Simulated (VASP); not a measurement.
Input of a VASP 6.6.1 run:

File INCAR:

```
PREC = Accurate ; ENCUT = 600
EDIFF = 1E-6 ; ISMEAR = 0
SIGMA = 0.1 ; LREAL = F
LASPH = T ; NELM = 100
ALGO = Normal ; ISIF = 3
LWAVE = F ; LCHARG = F
GGA = PE ; IBRION = 2
NSW = 100 ; EDIFFG = -0.01
```

The input KPOINTS:

```
Automatic mesh
0
Gamma
  12 12 8
```

POSCAR

```
TaTlO2
1.0
    3.6762838326      0.0000000000      0.0000000000
   -1.8381419163      3.1837551905      0.0000000000
    0.0000000000      0.0000000000      6.1648209370
Ta Tl O
1 1 2
Direct
    0.0000000000      0.0000000000      0.5000000000
    0.0000000000      0.0000000000      0.0000000000
    0.3333333333      0.6666666667      0.5000000000
    0.6666666667      0.3333333333      0.5000000000
```

Potentials or basis: VASP PAW PBE potentials, release 64 (Ta_pv, Tl_d, O).

The run is started by

```sh
$ cat potpaw_PBE.64/Ta_pv/POTCAR potpaw_PBE.64/Tl_d/POTCAR potpaw_PBE.64/O/POTCAR > POTCAR
$ mpirun -np 1 vasp_std > vasp.out
```

(1) What does it give for the band gap on the k mesh?

(2) Predict the relaxed cell.

(3) Predict the relaxed volume.

(4) Predict the space group after relaxing (to 0.1 Å).

Results:

(1) zero (bands 18 and 19 overlap by 1.60 eV).

(2) a = 3.672 Å, b = 3.672 Å, c = 6.205 Å, α = 90.00°, β = 90.00°, γ = 120.00°.

(3) 18.12 Å³/atom.

(4) P6/mmm (No. 191).

Caveat: spin-orbit coupling is left out, which moves the levels of the heavy elements.
